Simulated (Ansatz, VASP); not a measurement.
# KCl: VASP beside Ansatz

```xyz
2
Lattice="0.0000 3.1448 3.1448 3.0879 0.0000 3.1448 3.0879 3.1448 0.0000" Properties=species:S:1:pos:R:3 pbc="T T T"
K     0.0000    0.0000    0.0000
Cl    3.0879    3.1448    3.1448
```

Change from the starting cell: uniaxial_x strain -1.8%.

Alike in both runs: task single point; functional PBE; k mesh 8 × 8 × 8; occupations fermi-dirac, width 0.02 eV; no spin polarisation.

|  | VASP | Ansatz |
| --- | --- | --- |
| version | VASP 6.6.1 | Ansatz 0.2.0 |
| potentials or method | VASP PAW PBE potentials, release 64 (K_sv, Cl) | plane waves, PAW |
| plane-wave cutoff (eV) | 520 | 420 |
| valence electrons in the cell | 16 | 16 |

|  | VASP | Ansatz | Ansatz less VASP |
| --- | --- | --- | --- |
| gap on the k mesh at the Fermi level (eV) | 5.25 | 5.25 | +0.002 |
| pressure (GPa) | 1.2 | 1.2 | -0.03 |
| traceless stress, the component that is largest in VASP (GPa) | 0.54 | 0.53 | -0.010 |
